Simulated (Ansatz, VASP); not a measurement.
# C in VASP and in Ansatz

```
CELL_PARAMETERS angstrom
2.46125 0.00000 0.00000
-1.23062 2.13150 0.00000
0.00000 0.00000 4.16530
ATOMIC_POSITIONS crystal
C 0.33333 0.66667 0.00006
C 0.66667 0.33333 0.50006
C 0.33333 0.66667 0.37394
C 0.66667 0.33333 0.87394
```

Change from the starting cell: strained cell.

Alike in both runs: functional PBEsol; k mesh 9 × 9 × 6; occupations gaussian, width 0.02 eV; no spin polarisation.

Ansatz relaxed the structure, and its values are those at the end. VASP's run is a single point on that final structure, the one shown.

```csv
,VASP,Ansatz
version,VASP 6.6.1,Ansatz 0.2.0
potentials or method,"VASP PAW PBE potentials, release 64 (C), cutoff 520 eV","scalar-relativistic, plane waves, PAW"
valence electrons in the cell,16,16
```

VASP gave:

| Quantity | Value |
| --- | --- |
| gap on the k mesh at the Fermi level (eV) | 2.87 |
| least direct gap on the mesh (eV) | 4.93 |
| pressure (GPa) | 15.1 |
| rms of the force components (eV/Å) | 0.007 |

Q: What did Ansatz give for the same quantities?

A: gap on the k mesh at the Fermi level (eV): 2.89; least direct gap on the mesh (eV): 4.94; pressure (GPa): 13.8; rms of the force components (eV/Å): 0.000.

VASP's potentials were made for PBE, not for PBEsol, and Ansatz warns of the same on its side. Ansatz's warnings: stress scf threshold loose.
